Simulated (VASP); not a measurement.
# FeO (P-6m2) in VASP: single point with PBE-based screened hybrid with 25 % exact exchange

Aim: the single point of FeO with PBE-based screened hybrid with 25 % exact exchange.

All numbers are computed with VASP 6.6.1; they aren't measurements. Logs are shortened: lines on timing, memory, paths and dates and some standing lists are left out, and cuts for length are marked.

## (1) The cell of the first run

It takes space group P-6m2 (No. 187, hexagonal). Conventional cell: a = 2.822 Å, b = 2.822 Å, c = 2.727 Å, α = 90.00°, β = 90.00°, γ = 120.00°. Within 2.9 Å of Fe (site symmetry -6m2) lie 6 O at 2.12 Å and 8 Fe at 2.73 to 2.82 Å. Within 2.9 Å of O (site symmetry -6m2) lie 6 Fe at 2.12 Å and 8 O at 2.73 to 2.82 Å.

## (2) Single point, PBE-based screened hybrid with 25 % exact exchange, collinear spin, ferromagnetic start

POSCAR

```
FeO
1.0
    2.8222920365     -0.0000000028      0.0000000000
   -1.4111460158      2.4441766019      0.0000000000
    0.0000000000      0.0000000000      2.7270572695
Fe O
1 1
Direct
    0.0000000000      0.0000000000      0.0000000000
    0.6666666667      0.3333333333      0.5000000000
```

INCAR.step1

```
  PREC = Accurate
  ENCUT = 520
  EDIFF = 1E-5
  ISMEAR = -1
  SIGMA = 0.05
  LREAL = False
  LASPH = True
  NELM = 150
  ALGO = Normal
  ISIF = 2
  LWAVE = True
  LCHARG = False
  ISPIN = 2
  MAGMOM = 3 0
  LORBIT = 11
  LMAXMIX = 4
  GGA = PE
  NBANDS = 18
```

INCAR.step2

```
  PREC = Accurate
  ENCUT = 520
  EDIFF = 1E-7
  ISMEAR = -1
  SIGMA = 0.05
  LREAL = False
  LASPH = True
  NELM = 150
  ALGO = Normal
  ISIF = 2
  LWAVE = False
  LCHARG = False
  ISPIN = 2
  MAGMOM = 3 0
  LORBIT = 11
  LMAXMIX = 4
  GGA = PE
  LHFCALC = True
  AEXX = 0.25
  HFSCREEN = 0.3
  PRECFOCK = Normal
  ISTART = 1
  NBANDS = 18
```

KPOINTS

```
Automatic mesh
0
Gamma
  5 5 5
```

Potentials or basis: VASP PAW PBE potentials, release 64 (Fe, O).

Run with:

```console
$ cat potpaw_PBE.64/Fe/POTCAR potpaw_PBE.64/O/POTCAR > POTCAR
$ cp INCAR.step1 INCAR
$ mpirun -np 1 vasp_std > vasp.out
$ cp INCAR.step2 INCAR
$ mpirun -np 1 vasp_std > vasp.out
```

OUTCAR:

```text
PREC = Accurate
   ENCUT = 520
   EDIFF = 1E-7
   ISMEAR = -1
   LREAL = False
   LASPH = True
   NELM = 150
   ISIF = 2
   ISPIN = 2
   LORBIT = 11
   GGA = PE
   LHFCALC = True
   AEXX = 0.25
   HFSCREEN = 0.3
   PRECFOCK = Normal
   ISTART = 1

 ion  position               nearest neighbor table
   1  0.000  0.000  0.000-   2 2.12   2 2.12   2 2.12   2 2.12   2 2.12   2 2.12
   2  0.667  0.333  0.500-   1 2.12   1 2.12   1 2.12   1 2.12   1 2.12   1 2.12

  LATTYP: Found a hexagonal cell.
 ALAT       =     2.8222920365
 C/A-ratio  =     0.9662562323

  Lattice vectors:

 A1 = (   2.8222920365,  -0.0000000028,   0.0000000000)
 A2 = (  -1.4111460158,   2.4441766019,   0.0000000000)
 A3 = (   0.0000000000,   0.0000000000,   2.7270572695)

Analysis of symmetry for initial positions (statically):
=====================================================================
 Subroutine PRICEL returns:
 Original cell was already a primitive cell.

 Routine SETGRP: Setting up the symmetry group for a
 hexagonal supercell.

 Subroutine GETGRP returns: Found 12 space group operations
 (whereof 12 operations were pure point group operations)
 out of a pool of 24 trial point group operations.

The static configuration has the point symmetry D_3h.

Analysis of symmetry for dynamics (positions and initial velocities):
=====================================================================
 Subroutine PRICEL returns:
 Original cell was already a primitive cell.

 Routine SETGRP: Setting up the symmetry group for a
 hexagonal supercell.

 Subroutine GETGRP returns: Found 12 space group operations
 (whereof 12 operations were pure point group operations)
 out of a pool of 24 trial point group operations.

The dynamic configuration has the point symmetry D_3h.

Analysis of structural, dynamic, and magnetic symmetry:
=====================================================================
 Subroutine PRICEL returns:
 Original cell was already a primitive cell.

 Routine SETGRP: Setting up the symmetry group for a
 hexagonal supercell.

 Subroutine GETGRP returns: Found 12 space group operations
 (whereof 12 operations were pure point group operations)
 out of a pool of 24 trial point group operations.

The overall configuration has the point symmetry D_3h.

 Subroutine INISYM returns: Found 12 space group operations
 (whereof 12 operations are pure point group operations),
 and found     1 'primitive' translations

----------------------------------------------------------------------------------------

                                     Primitive cell

  volume of cell :      18.8117

  direct lattice vectors                    reciprocal lattice vectors
     2.822292036 -0.000000003  0.000000000     0.354321944  0.204567869  0.000000000
    -1.411146016  2.444176602  0.000000000     0.000000000  0.409135739  0.000000000
     0.000000000  0.000000000  2.727057269     0.000000000  0.000000000  0.366695636

  length of vectors
     2.822292036  2.822292036  2.727057269     0.409135739  0.409135739  0.366695636

  position of ions in fractional coordinates (direct lattice)
     0.000000000  0.000000000  0.000000000
     0.666666667  0.333333333  0.500000000

  ion indices of the primitive-cell ions
   primitive index   ion index
                 1           1
                 2           2

----------------------------------------------------------------------------------------

 KPOINTS: Automatic mesh

Automatic generation of k-mesh.
 Grid dimensions read from file:
 generate k-points for:    5    5    5

 Generating k-lattice:

  Cartesian coordinates                     Fractional coordinates (reciprocal lattice)
     0.070864389  0.040913574  0.000000000     0.200000000  0.000000000  0.000000000
     0.000000000  0.081827148  0.000000000     0.000000000  0.200000000  0.000000000
     0.000000000  0.000000000  0.073339127     0.000000000  0.000000000  0.200000000

  Length of vectors
     0.081827148  0.081827148  0.073339127

  Shift w.r.t. Gamma in fractional coordinates (k-lattice)
     0.000000000  0.000000000  0.000000000

 Subroutine IBZKPT returns following result:
 ===========================================

 Found     15 irreducible k-points:

 Following reciprocal coordinates:
            Coordinates               Weight
  0.000000  0.000000  0.000000      1.000000
  0.200000  0.000000  0.000000      6.000000
  0.400000  0.000000  0.000000      6.000000
  0.200000  0.200000  0.000000      6.000000
  0.400000  0.200000  0.000000      6.000000
  0.000000  0.000000  0.200000      2.000000
  0.200000  0.000000  0.200000     12.000000
  0.400000  0.000000  0.200000     12.000000
  0.200000  0.200000  0.200000     12.000000
  0.400000  0.200000  0.200000     12.000000
  0.000000  0.000000  0.400000      2.000000
  0.200000  0.000000  0.400000     12.000000
  0.400000  0.000000  0.400000     12.000000
  0.200000  0.200000  0.400000     12.000000
  0.400000  0.200000  0.400000     12.000000
   k-points           NKPTS =     15   k-points in BZ     NKDIM =    125   number of bands    NBANDS=     18
   number of dos      NEDOS =    301   number of ions     NIONS =      2
   total plane-waves  NPLWV =  11520
   dimension x,y,z NGX =    24 NGY =   24 NGZ =   20
   dimension x,y,z NGXF=    48 NGYF=   48 NGZF=   40
   ions per type =               1   1
   NGX,Y,Z   is equivalent  to a cutoff of  14.14, 14.14, 12.19 a.u.
   NGXF,Y,Z  is equivalent  to a cutoff of  28.27, 28.27, 24.38 a.u.
 SYSTEM =  unknown system
   PREC   = accura    normal or accurate (medium, high low for compatibility)
   ISTART =      1    job   : 0-new  1-cont  2-samecut
   ICHARG =      0    charge: 1-file 2-atom 10-const
   ISPIN  =      2    spin polarized calculation?
   LNONCOLLINEAR =      F non collinear calculations
   LSORBIT =      F    spin-orbit coupling
   LASPH  =      T    aspherical Exc in radial PAW
   ENCUT  =  520.0 eV  38.22 Ry    6.18 a.u.   5.25  5.25  5.07*2*pi/ulx,y,z
   NELM   =    150;   NELMIN=  2; NELMDL=  0     # of ELM steps
   EDIFF  = 0.1E-06   stopping-criterion for ELM
   LREAL  =      F    real-space projection
   EDIFFG = 0.1E-05   stopping-criterion for IOM
   NSW    =      0    number of steps for IOM
   IBRION =     -1    ionic relax: 0-MD 1-quasi-New 2-CG
   NFREE  =      0    steps in history (QN), initial steepest desc. (CG)
   ISIF   =      2    stress and relaxation
   ISYM   =      3    0-nonsym 1-usesym 2-fastsym
   POTIM  = 0.5000    time-step for ionic-motion
   TEBEG  =    0.0;   TEEND  =   0.0 temperature during run
   PSTRESS=    0.0 pullay stress
   NELECT =      14.0000    total number of electrons
   NUPDOWN=      -1.0000    fix difference up-down
   EMIN   =  10.00;   EMAX   =-10.00  energy-range for DOS
   EFERMI =   0.00;   METHOD = LEGACY
   ISMEAR =    -1;   SIGMA  =   0.05  broadening in eV -4-tet -1-fermi 0-gaus
   EFERMI_NEDOS =   21; number of points for ismear=-14 and -15
   IALGO  =     38    algorithm
   IMIX   =      1    mixing-type and parameters
     AMIX     =   0.40;   BMIX     =  1.00
     AMIX_MAG =   1.60;   BMIX_MAG =  1.00
  volume/ion in A,a.u.               =       9.41        63.47
  Fermi-wavevector in a.u.,A,eV,Ry     =   1.483570  2.803540 29.946132  2.200979
  Thomas-Fermi vector in A             =   2.597215
   LORBIT       =     11    0 simple, 1 ext, 2 COOP (PROOUT), +10 PAW based schemes
   GGA     = PE    functional components
   LHFCALC =     T    Hartree Fock is set to
   PRECFOCK=normal    Normal, Fast or Accurate (Low or Medium for compatibility)
   ENCUT4O =  -1.0   cutoff for four orbital integrals eV
   NKREDX  =     1    reduce k-point grid by
   NKREDY  =     1    reduce k-point grid by
   NKREDZ  =     1    reduce k-point grid by
   AEXX    =    0.2500 exact exchange contribution
   HFSCREEN=    0.3000 screening length (either q_TF or 0.3 A-1)
   HFSCREENC=   0.3000 screening length for correlation (either q_TF or 0.3 A-1)
   ENCUTFOCK=  -1.0 apply spherical cutoff to Coloumb kernel
   IVDW    =     0    specifies the selected vdW correction
   LEPSILON=     F    determine dielectric tensor
   LRPA    =     F    only Hartree local field effects (RPA)
 spin polarized calculation
  energy-cutoff  :      520.00
  volume of cell :       18.81
 maximum number of plane-waves:       515
 NGX is ok and might be reduce to    24
  NGX = 16; NGY = 16; NGZ = 16

 number of electron      13.9999989 magnetization       4.0000175

 Free energy of the ion-electron system (eV)
  ---------------------------------------------------
  ext. energy  EPLUGINS =         0.00000000
  ---------------------------------------------------
  free energy    TOTEN  =       -20.64772406 eV

  energy without entropy =      -20.64660690  energy(sigma->0) =      -20.64716548

 E-fermi :   6.9210     XC(G=0): -10.4012

 val. band max:        5.8054214485   @ k =   0.2000   0.0000   0.4000
 cond. band min:       6.9211254049   @ k =   0.0000   0.0000   0.4000
 fundamental gap:      1.1157039564
 Fermi energy:         6.9210062486

 spin component 1

 k-point     1 :       0.0000    0.0000    0.0000
  band No.  band energies     occupation
      1     -16.9299      1.00000
      2      -1.1873      1.00000
      3      -1.1873      1.00000
      4      -0.8850      1.00000
      5       0.6068      1.00000
      6       0.6068      1.00000
[... 291 lines left out ...]
      4      -0.9812      1.00000
      5       0.2838      1.00000
      6       1.0955      1.00000
[... 10 lines left out ...]
     17      40.0465      0.00000
     18      41.2615      0.00000
 Fermi energy:         6.9210062486

 spin component 2

 k-point     1 :       0.0000    0.0000    0.0000
  band No.  band energies     occupation
      1     -16.2072      1.00000
      2       1.9118      1.00000
      3       1.9118      1.00000
      4       2.3157      1.00000
      5       3.7526      1.00000
      6       8.2014      0.00000
[... 292 lines left out ...]
      5       5.7689      1.00000
      6       8.2096      0.00000
[... 10 lines left out ...]
     17      40.4294      0.00000
     18      41.9168      0.00000

------------------------ aborting loop because EDIFF is reached ----------------------------------------

  FORCE on cell =-STRESS in cart. coord.  units (eV):
  Direction    XX          YY          ZZ          XY          YZ          ZX
  --------------------------------------------------------------------------------------
  -------------------------------------------------------------------------------------
  Total        0.1193794      0.1193794      0.0366520      0.0000000      0.0000000      0.0000000
  in kB       10.1674310     10.1674310      3.1216131      0.0000000      0.0000000      0.0000000
  external PRESSURE =       7.8188250 kB  Pullay stress =       0.0000000 kB

 VOLUME and BASIS-vectors are now :
 -----------------------------------------------------------------------------
  energy-cutoff  :      520.00
  volume of cell :       18.81
      direct lattice vectors                 reciprocal lattice vectors
     2.822292036 -0.000000003  0.000000000     0.354321944  0.204567869  0.000000000
    -1.411146016  2.444176602  0.000000000     0.000000000  0.409135739  0.000000000
     0.000000000  0.000000000  2.727057269     0.000000000  0.000000000  0.366695636

 POSITION                                       TOTAL-FORCE (eV/Angst)
 -----------------------------------------------------------------------------------
      0.00000      0.00000      0.00000        -0.000000      0.000000      0.000000
      1.41115      0.81473      1.36353         0.000000     -0.000000      0.000000
 -----------------------------------------------------------------------------------
    total drift:                                0.000002     -0.000002      0.000000

  FREE ENERGIE OF THE ION-ELECTRON SYSTEM (eV)
  ---------------------------------------------------
  free  energy   TOTEN  =       -20.6477240566 eV

  energy  without entropy=      -20.6466069036  energy(sigma->0) =      -20.64716548

 total charge

# of ion       s       p       d       tot
------------------------------------------
    1        0.317   0.446   6.043   6.806
    2        1.559   3.499   0.000   5.058
--------------------------------------------------
tot          1.876   3.945   6.043  11.864

 magnetization (x)

# of ion       s       p       d       tot
------------------------------------------
    1       -0.003  -0.013   3.689   3.673
    2        0.029   0.287   0.000   0.316
--------------------------------------------------
tot          0.026   0.274   3.689   3.989
```

It took 35 min on 1 thread of AMD EPYC 7R13, shared host; peak memory 0.23 GiB.

What came out:

```
Free energy                                           : -20.6477 eV
Pressure                                              : 0.8 GPa
Band gap on the k mesh                                : zero (filled and empty bands touch)
Net moment                                            : 4.00 μB per cell
Site moments                                          : Fe +3.67; O +0.32 μB
Valence electrons inside the program's atomic spheres : Fe 6.81; O 5.06
```

Caveat: the k points lie up to 0.51 Å⁻¹ apart; the PAW data sets were made with another functional, which shifts forces and pressure a little; a cell with one magnetic atom can't hold antiferromagnetic order, which such compounds often take.

The gap in the log of VASP goes by the Fermi energy; the results here count the filled bands.